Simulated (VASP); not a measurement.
The system is O.

```xyz
4
Lattice="2.4210 -1.6001 0.0000 2.4210 1.6001 0.0000 0.0000 0.0000 6.5271" Properties=species:S:1:pos:R:3 pbc="T T T"
O     2.4210   -1.1201    0.7637
O     2.4210   -0.4800    4.0272
O     2.4210    1.1201    5.7634
O     2.4210    0.4800    2.4999
```

| Item | Value |
| --- | --- |
| Program | VASP 6.6.1 |
| Task | relaxation of cell and atoms |
| Functional | PBE |
| Potentials or basis | VASP PAW PBE potentials, release 64 (O) |
| Cutoff | 600 eV |
| k mesh | 6 × 6 × 4 |
| Occupations | gaussian, width 0.1 eV |
| Spin | no spin polarisation |

At the start: pressure -24.6 GPa; volume 12.64 Å³/atom.

How do energy, volume and symmetry change on relaxing?

Over 69 steps the energy falls by 1834.8 meV/atom and the volume is 15.08 Å³/atom (+19.3 %); space group Cmce (No. 64, to 0.05 Å).

The path:
```
step  energy change (eV)  largest force (eV/Å)  pressure (GPa)  volume (Å³)
   1              0.0000                5.0661          -24.62        50.57
   3             -1.9578                6.3491          -23.82        46.53
   5             -6.1304                4.0656           -1.09        40.30
   7             -6.3320                1.4289            9.88        39.31
   9             -6.0866                7.4439           28.97        42.22
  11             -6.5499                1.1290           12.63        41.66
  13             -6.8051                1.2484           -0.77        48.28
  15             -6.8598                0.5389            2.46        50.93
  17             -6.8876                0.1737           -0.13        55.66
  19             -6.8954                0.2149           -0.11        56.55
  21             -6.9395                1.4572            1.88        60.15
  23             -6.9338                2.2222            3.03        61.68
  25             -6.9360                2.2193            2.98        61.82
  27             -6.9458                2.2063            2.79        62.47
  29             -6.9780                2.1339            1.94        65.09
  31             -7.0123                1.6184           -0.05        68.52
  33             -7.0270                1.1717           -5.02        67.44
  35             -7.0526                0.1265           -2.95        67.73
  37             -7.0897                0.1322           -2.60        66.17
  39             -7.2029                0.2802           -0.96        60.13
  41             -7.2423                0.4779            1.11        55.18
  43             -7.2503                0.4062           -0.37        54.88
  45             -7.2874                0.1411            1.71        53.36
  47             -7.3163                0.2820            1.72        55.76
  49             -7.3204                0.4821            1.67        57.09
  51             -7.3250                0.0880            0.24        57.81
  53             -7.3267                0.0671            0.19        57.96
  55             -7.3309                0.0731           -0.04        58.62
  57             -7.3318                0.1962            0.45        58.91
  59             -7.3323                0.1513            0.34        58.93
  61             -7.3358                0.0910            0.32        59.30
  63             -7.3353                0.1188            0.33        60.70
  65             -7.3385                0.0341            0.36        59.98
  67             -7.3386                0.0695            0.10        60.05
  69             -7.3391                0.0106            0.05        60.33
```

Final structure:
```xyz
4
Lattice="2.8982 -1.4447 0.0000 2.8982 1.4447 0.0000 0.0000 0.0000 7.2048" Properties=species:S:1:pos:R:3 pbc="T T T"
O     2.8982   -0.9775    0.4040
O     2.8982   -0.4672    4.0063
O     2.8982    0.9775    6.8008
O     2.8982    0.4672    3.1984
```

Caveat: the k points lie up to 0.40 Å⁻¹ apart in the final cell; the volume moved by over 15 % at a fixed basis, so the end points are rough.
